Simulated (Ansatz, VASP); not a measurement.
# PbS in VASP and in Ansatz

The input POSCAR:

```
PbS
1.0
    2.0799526950     -5.9912968650      0.0000000000
    2.0799526950      5.9912968650      0.0000000000
    0.0000000000      0.0000000000      4.2793209400
Pb S
2 2
Direct
    0.1305633500      0.8694366500      0.2500000000
    0.8694366500      0.1305633500      0.7500000000
    0.3547970900      0.6452029100      0.2500000000
    0.6452029100      0.3547970900      0.7500000000
```

Contents of INCAR.step1:

```
SYSTEM = PbS
PREC = Accurate
ENCUT = 520
EDIFF = 1E-5
ISMEAR = -1
SIGMA = 0.05
LREAL = .FALSE.
LASPH = .TRUE.
NELM = 100
ALGO = Normal
ISIF = 2
LWAVE = .TRUE.
NBANDS = 28
GGA = PE
KPAR = 4
```

INCAR.step2

```
SYSTEM = PbS
PREC = Accurate
ENCUT = 520
EDIFF = 1E-6
ISMEAR = -1
SIGMA = 0.05
LREAL = .FALSE.
LASPH = .TRUE.
NELM = 100
ALGO = Normal
ISIF = 2
LWAVE = .FALSE.
LCHARG = .TRUE.
GGA = PS
LHFCALC = .TRUE.
AEXX = 0.25
PRECFOCK = Normal
LVHAR = .TRUE.
NBANDS = 28
ISTART = 1
KPAR = 4
```

File KPOINTS:

```
Automatic mesh
0
G
  4 4 3
  0 0 0
```

The input input.yaml:

```yaml
crystal:
  lattice:
    - [2.079952695, -5.991296865, 0.0]
    - [2.079952695, 5.991296865, 0.0]
    - [0.0, 0.0, 4.27932094]
  atoms:
    - { symbol: Pb, position: [0.13056335, 0.86943665, 0.25] }
    - { symbol: Pb, position: [0.86943665, 0.13056335, 0.75] }
    - { symbol: S, position: [0.35479709, 0.64520291, 0.25] }
    - { symbol: S, position: [0.64520291, 0.35479709, 0.75] }
hamiltonian:
  xc: { exchange: pbesol, correlation: pbesol, exx: { coeff: 0.25 } }
  pseudopotentials: { kind: paw }
kpoints:
  mp_grid: { grid: [4, 4, 3] }
  band_path:
    path:
      - [[0.0, 0.0, 0.0], [0.2801304242, 0.2801304242, 0.0], [0.0, 0.5, 0.0], [0.0, 0.5, 0.5], [0.2801304242, 0.2801304242, 0.5], [0.0, 0.0, 0.5], [0.0, 0.0, 0.0], [-0.5, 0.5, 0.0], [-0.2801304242, 0.7198695758, 0.0], [-0.2801304242, 0.7198695758, 0.5], [-0.5, 0.5, 0.5], [-0.5, 0.5, 0.0]]
      - [[0.0, 0.0, 0.5], [-0.5, 0.5, 0.5]]
    npoints: 4
scf:
  occupations: { method: fermi_dirac, width: 0.05 }
  n_extra_bands: 10
output:
  forces: true
  stress: true
  eigenvalues: true
  fatbands: false
  write_density: true
  write_potential: true
  elf: true
  volumetric_format: npy
```

Alike in both runs: functional PBEsol-based global hybrid; k mesh 4 × 4 × 3; occupations fermi-dirac, width 0.05 eV; no spin polarisation.

```csv
,VASP,Ansatz
version,VASP 6.6.1,Ansatz 0.2.0
potentials or method,"VASP PAW PBE potentials, release 64 (Pb_d, S)",Ansatz PAW
plane-wave cutoff (eV),520,420
valence electrons in the cell,40,40
task,single point,band structure
```

Ansatz gave:

```
gap on the k mesh at the Fermi level (eV)                     : 2.30
least direct gap on the mesh (eV)                             : 2.52
pressure (GPa)                                                : -2.5
traceless stress, the component that is largest in VASP (GPa) : 0.19
rms of the force components (eV/Å)                            : 0.097
```

Task: Which values does VASP return?

Result: gap on the k mesh at the Fermi level (eV): 2.32; least direct gap on the mesh (eV): 2.56; pressure (GPa): -2.6; traceless stress, the component that is largest in VASP (GPa): 0.22; rms of the force components (eV/Å): 0.094.

VASP's potentials were made for PBE, not for PBEsol-based global hybrid. Atom by atom the forces differ by 0.004 eV/Å (rms over components). The functional is the same, so the differences come from potentials, cutoffs and numerics.

The k mesh is coarse, so the values compare programs but aren't converged. Spin-orbit coupling is off throughout. Noted on Ansatz's run: the k mesh misses the band edges, so the gap on the mesh is wider than the one along the path.
